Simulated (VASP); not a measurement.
# ZnO (P6_3mc) in VASP: further runs, part 3 of 3

VASP 6.6.1. The steps go on from the part before.

### 5 Electric field gradients, LDA (12.61 Å³/atom)

This run uses another cell than the first one, of 12.61 Å³/atom.

The input, INCAR:

```
ALGO = Normal ; EDIFF = 1E-8
ENCUT = 520 ; ISIF = 2
ISMEAR = -1 ; LASPH = T
LCHARG = F ; LEFG = T
LREAL = F ; LWAVE = F
NBANDS = 26 ; NELM = 60
PREC = Accurate ; SIGMA = 0.02
```

The input, KPOINTS:

```
k-points
0
Gamma
  11 11 6
```

The input, POSCAR:

```
ZnO
1.0
    3.3131286040      0.0000000000      0.0000000000
   -1.6565643020      2.8692535371      0.0000000000
    0.0000000000      0.0000000000      5.3058612053
Zn O
2 2
Direct
    0.3333333333      0.6666666667      0.0000000000
    0.6666666667      0.3333333333      0.5000000000
    0.3333333333      0.6666666667      0.3821000000
    0.6666666667      0.3333333333      0.8821000000
```

Potentials or basis: VASP PAW LDA potentials, release 64 (Zn, O).

On the command line:

```
> cat potpaw_LDA.64/Zn/POTCAR potpaw_LDA.64/O/POTCAR > POTCAR
> mpirun -np 1 vasp_std > vasp.out
```

OUTCAR:

```text
EDIFF = 1E-8
   ENCUT = 520
   ISIF = 2
   ISMEAR = -1
   LASPH = T
   LREAL = F
   NELM = 60
   PREC = Accurate

 ion  position               nearest neighbor table
   1  0.333  0.667  0.000-   4 2.01   4 2.01   4 2.01   3 2.03
   2  0.667  0.333  0.500-   3 2.01   3 2.01   3 2.01   4 2.03
   3  0.333  0.667  0.382-   2 2.01   2 2.01   2 2.01   1 2.03
   4  0.667  0.333  0.882-   1 2.01   1 2.01   1 2.01   2 2.03

  LATTYP: Found a hexagonal cell.
 ALAT       =     3.3131286040
 C/A-ratio  =     1.6014655148

  Lattice vectors:

 A1 = (   3.3131286040,   0.0000000000,   0.0000000000)
 A2 = (  -1.6565643020,   2.8692535371,   0.0000000000)
 A3 = (   0.0000000000,   0.0000000000,   5.3058612053)

Analysis of symmetry for initial positions (statically):
=====================================================================
 Subroutine PRICEL returns:
 Original cell was already a primitive cell.

 Routine SETGRP: Setting up the symmetry group for a
 hexagonal supercell.

 Subroutine GETGRP returns: Found 12 space group operations
 (whereof  6 operations were pure point group operations)
 out of a pool of 24 trial point group operations.

The static configuration has the point symmetry C_3v.
 The point group associated with its full space group is C_6v.

Analysis of symmetry for dynamics (positions and initial velocities):
=====================================================================
 Subroutine PRICEL returns:
 Original cell was already a primitive cell.

 Routine SETGRP: Setting up the symmetry group for a
 hexagonal supercell.

 Subroutine GETGRP returns: Found 12 space group operations
 (whereof  6 operations were pure point group operations)
 out of a pool of 24 trial point group operations.

The dynamic configuration has the point symmetry C_3v.
 The point group associated with its full space group is C_6v.

 Subroutine INISYM returns: Found 12 space group operations
 (whereof  6 operations are pure point group operations),
 and found     1 'primitive' translations

----------------------------------------------------------------------------------------

                                     Primitive cell

  volume of cell :      50.4386

  direct lattice vectors                    reciprocal lattice vectors
     3.313128604  0.000000000  0.000000000     0.301829515  0.174261352  0.000000000
    -1.656564302  2.869253537  0.000000000     0.000000000  0.348522704  0.000000000
     0.000000000  0.000000000  5.305861205     0.000000000  0.000000000  0.188470818

  length of vectors
     3.313128604  3.313128604  5.305861205     0.348522704  0.348522704  0.188470818

  position of ions in fractional coordinates (direct lattice)
     0.333333333  0.666666667  0.000000000
     0.666666667  0.333333333  0.500000000
     0.333333333  0.666666667  0.382100000
     0.666666667  0.333333333  0.882100000

  ion indices of the primitive-cell ions
   primitive index   ion index
                 1           1
                 2           2
                 3           3
                 4           4

[... 88 lines left out ...]
   IALGO  =     38    algorithm
   IMIX   =      4    mixing-type and parameters
     AMIX     =   0.40;   BMIX     =  1.00
     AMIX_MAG =   1.60;   BMIX_MAG =  1.00
  volume/ion in A,a.u.               =      12.61        85.09
  Fermi-wavevector in a.u.,A,eV,Ry     =   1.463035  2.764735 29.122870  2.140471
  Thomas-Fermi vector in A             =   2.579177
   LORBIT       =      0    0 simple, 1 ext, 2 COOP (PROOUT), +10 PAW based schemes
   GGA     = CA    functional components
   LHFCALC =     F    Hartree Fock is set to
   AEXX    =    0.0000 exact exchange contribution
   IVDW    =     0    specifies the selected vdW correction
   LEPSILON=     F    determine dielectric tensor
   LRPA    =     F    only Hartree local field effects (RPA)
 non-spin polarized calculation
  energy-cutoff  :      520.00
  volume of cell :       50.44
 maximum number of plane-waves:      1387
 NGX is ok and might be reduce to    28
   NGX = 13   NGY = 13   NGZ = 19

 number of electron      36.0000024 magnetization

 Free energy of the ion-electron system (eV)
  ---------------------------------------------------
  ext. energy  EPLUGINS =         0.00000000
  ---------------------------------------------------
  free energy    TOTEN  =       -20.95425729 eV

  energy without entropy =      -20.95425729  energy(sigma->0) =      -20.95425729

 E-fermi :   0.6964     XC(G=0): -11.1602

 val. band max:        0.3621800979   @ k =   0.0000   0.0000   0.0000
 cond. band min:       1.0098043614   @ k =   0.0000   0.0000   0.0000
 fundamental gap:      0.6476242635
 Fermi energy:         0.6963559760

 k-point     1 :       0.0000    0.0000    0.0000
  band No.  band energies     occupation
      1     -16.9853      2.00000
      2     -16.2998      2.00000
      3      -5.1581      2.00000
      4      -5.1581      2.00000
      5      -5.0849      2.00000
      6      -4.9926      2.00000
[... 685 lines left out ...]
     25      12.8811      0.00000
     26      14.3033      0.00000

 [... further k-points ...]

------------------------ aborting loop because EDIFF is reached ----------------------------------------

  FORCE on cell =-STRESS in cart. coord.  units (eV):
  Direction    XX          YY          ZZ          XY          YZ          ZX
  --------------------------------------------------------------------------------------
  -------------------------------------------------------------------------------------
  Total       -4.1142672     -4.1142672     -3.8630164      0.0000000     -0.0000000      0.0000000
  in kB     -130.6892815   -130.6892815   -122.7083251      0.0000000     -0.0000000      0.0000000
  external PRESSURE =    -128.0289627 kB  Pullay stress =       0.0000000 kB

 VOLUME and BASIS-vectors are now :
 -----------------------------------------------------------------------------
  energy-cutoff  :      520.00
  volume of cell :       50.44
      direct lattice vectors                 reciprocal lattice vectors
     3.313128604  0.000000000  0.000000000     0.301829515  0.174261352  0.000000000
    -1.656564302  2.869253537  0.000000000     0.000000000  0.348522704  0.000000000
     0.000000000  0.000000000  5.305861205     0.000000000  0.000000000  0.188470818

 POSITION                                       TOTAL-FORCE (eV/Angst)
 -----------------------------------------------------------------------------------
     -0.00000      1.91284      0.00000        -0.000000      0.000000      0.039652
      1.65656      0.95642      2.65293        -0.000000      0.000000      0.039652
     -0.00000      1.91284      2.02737         0.000000      0.000000     -0.039652
      1.65656      0.95642      4.68030        -0.000000      0.000000     -0.039652
 -----------------------------------------------------------------------------------
    total drift:                               -0.000000      0.000000     -0.000339

  FREE ENERGIE OF THE ION-ELECTRON SYSTEM (eV)
  ---------------------------------------------------
  free  energy   TOTEN  =       -20.9542572930 eV

  energy  without entropy=      -20.9542572927  energy(sigma->0) =      -20.95425729

 Electric field gradients (V/A^2)
---------------------------------------------------------------------
 ion       V_xx      V_yy      V_zz      V_xy      V_xz      V_yz
---------------------------------------------------------------------
   1      -3.571    -3.566     7.136     0.004     0.000    -0.000
   2      -3.571    -3.566     7.136     0.004    -0.000     0.000
   3       1.806     1.807    -3.613     0.001     0.000    -0.000
   4       1.806     1.807    -3.613     0.001    -0.000     0.000
---------------------------------------------------------------------

 Electric field gradients after diagonalization (V/A^2)
 (convention: |V_zz| > |V_xx| > |V_yy|)
----------------------------------------------------------------------
 ion       V_xx      V_yy      V_zz     asymmetry (V_yy - V_xx)/ V_zz
----------------------------------------------------------------------
   1      -3.573    -3.563     7.136       0.001
   2      -3.573    -3.563     7.136       0.001
   3       1.808     1.805    -3.613       0.001
   4       1.808     1.805    -3.613       0.001
----------------------------------------------------------------------

           NMR quadrupolar parameters

 Cq : quadrupolar parameter    Cq=e*Q*V_zz/h
 eta: asymmetry parameters     (V_yy - V_xx)/ V_zz
 Q  : nuclear electric quadrupole moment in mb (millibarn)
----------------------------------------------------------------------
 ion       Cq(MHz)       eta       Q (mb)
----------------------------------------------------------------------
   1       0.017       0.001       1.000
   2       0.017       0.001       1.000
   3      -0.009       0.001       1.000
   4      -0.009       0.001       1.000
----------------------------------------------------------------------
```

OSZICAR:

```text
N       E                     dE             d eps       ncg     rms          rms(c)
DAV:   1     0.290874385034E+03    0.29087E+03   -0.18264E+04  3360   0.199E+03
DAV:   2     0.794152853406E+01   -0.28293E+03   -0.26590E+03  3510   0.405E+02
DAV:   3    -0.233749756806E+02   -0.31317E+02   -0.30875E+02  3726   0.138E+02
DAV:   4    -0.240011013716E+02   -0.62613E+00   -0.62477E+00  3706   0.200E+01
DAV:   5    -0.240043562358E+02   -0.32549E-02   -0.32546E-02  3628   0.149E+00    0.133E+01
DAV:   6    -0.208789256158E+02    0.31254E+01   -0.62706E+00  5292   0.634E+01    0.823E+00
DAV:   7    -0.210252387208E+02   -0.14631E+00   -0.27276E+00  3528   0.169E+01    0.496E+00
DAV:   8    -0.210065256299E+02    0.18713E-01   -0.62751E-01  4406   0.692E+00    0.168E+00
DAV:   9    -0.209526186041E+02    0.53907E-01   -0.10178E-01  4768   0.634E+00    0.352E-01
DAV:  10    -0.209542523153E+02   -0.16337E-02   -0.33881E-02  3396   0.137E+00    0.722E-02
DAV:  11    -0.209542950185E+02   -0.42703E-04   -0.81561E-04  3980   0.739E-01    0.420E-02
DAV:  12    -0.209542556287E+02    0.39390E-04   -0.16701E-04  4202   0.419E-01    0.786E-03
DAV:  13    -0.209542586811E+02   -0.30524E-05   -0.27440E-05  3514   0.515E-02    0.975E-03
DAV:  14    -0.209542573485E+02    0.13326E-05   -0.54198E-06  4164   0.368E-02    0.189E-03
DAV:  15    -0.209542573022E+02    0.46304E-07   -0.42556E-07  4220   0.161E-02    0.922E-04
DAV:  16    -0.209542572930E+02    0.92004E-08   -0.62162E-08  3470   0.208E-03
   1 F= -.20954257E+02 E0= -.20954257E+02  d E =-.303337E-09
```

Wall time 2.3 min (1 thread of Intel Xeon 8259CL, shared host); peak memory 0.2 GiB.

Results:

- Free energy: -20.9543 eV
- Pressure: -12.8 GPa
- Largest force: 0.040 eV/Å
- Band gap on the k mesh: 0.65 eV
- Largest electric field gradient by atom: Zn +7.1; O -3.6 V/Å²

Forces on the atoms (eV/Å):
```
Zn   0.000  0.000  0.040
Zn   0.000  0.000  0.040
O    0.000  0.000 -0.040
O    0.000  0.000 -0.040
```

Stress tensor (GPa, compression positive):
```
-13.07   0.00   0.00
  0.00 -13.07   0.00
  0.00   0.00 -12.27
```

Electric field gradients, principal values (V/Å²):
| atom | least | middle | greatest (by size) |
| --- | --- | --- | --- |
| 1 Zn | -3.563 | -3.573 | 7.136 |
| 2 Zn | -3.563 | -3.573 | 7.136 |
| 3 O | 1.805 | 1.808 | -3.613 |
| 4 O | 1.805 | 1.808 | -3.613 |

Caveat: the cell stands under tension; semilocal functionals underestimate gaps, and a narrow one can read as zero; without QUAD_EFG the Cq values of the log hold for a quadrupole moment of 1 mb, not for the nuclei.
